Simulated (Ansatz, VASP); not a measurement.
# Ag in VASP and in Ansatz

Contents of INCAR:

```
PREC = Accurate ; ENCUT = 520
EDIFF = 1E-7 ; ISMEAR = -1
SIGMA = 0.05 ; LREAL = F
LASPH = T ; NELM = 60
ALGO = Fast ; ISIF = 2
LWAVE = F ; LCHARG = F
GGA = CA ; NBANDS = 18
```

KPOINTS

```
regular mesh
0
Gamma
  10 10 6
```

File POSCAR:

```
Ag
1.0
    2.9685570532      0.0000000000      0.0000000000
   -1.4842785266      2.5708458207      0.0000000000
    0.0000000000      0.0000000000      4.8530335443
Ag
2
Direct
    0.6666666667      0.3333333333      0.7500000000
    0.3333333333      0.6666666667      0.2500000000
```

Contents of input.yaml:

```yaml
crystal:
  lattice:
    - [2.9685570532, 0.0, 0.0]
    - [-1.4842785266, 2.5708458207, 0.0]
    - [0.0, 0.0, 4.8530335443]
  atoms:
    - { symbol: Ag, position: [0.6666666667, 0.3333333333, 0.75] }
    - { symbol: Ag, position: [0.3333333333, 0.6666666667, 0.25] }
kpoints:
  mp_grid: { grid: [10, 10, 6] }
scf:
  occupations: { method: fermi_dirac, width: 0.05 }
hamiltonian:
  xc: lda
  pseudopotentials: { kind: all_electron, lapw: { basis_error: 0.001 } }
output:
  forces: true
  stress: true
  eigenvalues: true
```

Change from the starting cell: volume scaled by 1.04.

Alike in both runs: task single point; functional LDA; k mesh 10 × 10 × 6; occupations fermi-dirac, width 0.05 eV; no spin polarisation.

```csv
,VASP,Ansatz
version,VASP 6.6.1,Ansatz 0.2.0
potentials or method,"VASP PAW LDA potentials, release 64 (Ag), cutoff 520 eV","all-electron LAPW, scalar-relativistic"
```

```csv
,VASP,Ansatz,Ansatz less VASP
gap on the k mesh at the Fermi level (eV),none,none,-
pressure (GPa),-12.8,-13.0,-0.17
"traceless stress, the component that is largest in VASP (GPa)",-0.41,-0.40,+0.004
```

LDA's correlation is that of Perdew and Zunger in VASP and of Perdew and Wang (1992) in Ansatz. A gap of «none» marks a metal or a gap that the smearing closes. Ansatz ran all-electron here, and VASP with PAW potentials.
